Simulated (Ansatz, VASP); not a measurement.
# Two plane-wave programs on CoO

The input INCAR:

```
ALGO = Normal
EDIFF = 1E-6
ENCUT = 600
GGA = PE
GGA_COMPAT = False
ISIF = 2
ISMEAR = 0
ISPIN = 2
LASPH = True
LCHARG = True
LDAU = True
LDAUJ = 0 0
LDAUL = 2 -1
LDAUPRINT = 1
LDAUTYPE = 2
LDAUU = 3.3 0
LELF = True
LMAXMIX = 4
LORBIT = 11
LREAL = False
LVHAR = True
LWAVE = False
MAGMOM = 3 0
NBANDS = 22
NELM = 200
PREC = Accurate
SIGMA = 0.05
```

Contents of KPOINTS:

```
k-points
0
Gamma
  10 10 10
```

POSCAR

```
CoO
1.0
    0.0000000000      2.1315016559      2.1315016559
    2.1315016559      0.0000000000      2.1315016559
    2.1315016559      2.1315016559      0.0000000000
Co O
1 1
Direct
    0.0000000000      0.0000000000      0.0000000000
    0.5000000000      0.5000000000      0.5000000000
```

Input for Ansatz:

```yaml
crystal:
  lattice:
    - [0.0, 2.1315016559, 2.1315016559]
    - [2.1315016559, 0.0, 2.1315016559]
    - [2.1315016559, 2.1315016559, 0.0]
  atoms:
    - { symbol: Co, position: [0.0, 0.0, 0.0], spin: 3.0 }
    - { symbol: O, position: [0.5, 0.5, 0.5] }
basis:
  ecutwfc: 420
  ecutrho_ratio: 4
kpoints:
  mp_grid: { grid: [10, 10, 10] }
hamiltonian:
  xc: pbe
  hubbard: { sites: [{ species: Co, l: d, u_eff: 3.3 }] }
scf:
  occupations: { method: gaussian, width: 0.05 }
  lower_state_search: "off"
output:
  forces: true
  stress: true
  eigenvalues: true
  populations: true
  hubbard: { sites: [{ species: Co, l: d }] }
magnetization:
  spin_polarized: true
checkpoint:
  read: start.run
  write: ck
  compress: false
  write_wavefunctions: false
  write_every: 100000
```

Alike in both runs: task single point; functional PBE; k mesh 10 × 10 × 10; occupations gaussian, width 0.05 eV; collinear spin; Hubbard terms Co d U = 3.3 eV.

|  | VASP | Ansatz |
| --- | --- | --- |
| version | VASP 6.6.1 | Ansatz 0.2.0 |
| potentials or method | VASP PAW PBE potentials, release 64 (Co_sv, O), cutoff 600 eV | scalar-relativistic, plane waves, PAW |
| valence electrons in the cell | 23 | 23 |

VASP gave:

| Item | Value |
| --- | --- |
| pressure (GPa) | -2.6 |
| net moment per atom (μB) | 1.50 |
| size of the moment on the site where the two differ most (μB) | 2.69 |

Q: Which values does Ansatz return?

A: Pressure (GPa): 8.2; net moment per atom (μB): 1.50; size of the moment on the site where the two differ most (μB): 2.60.

Site moments also hang on the region over which each program counts them. The programs project onto different local orbitals, so the same U acts differently, and such runs can settle in different states. Ansatz's warnings: stability check not made.
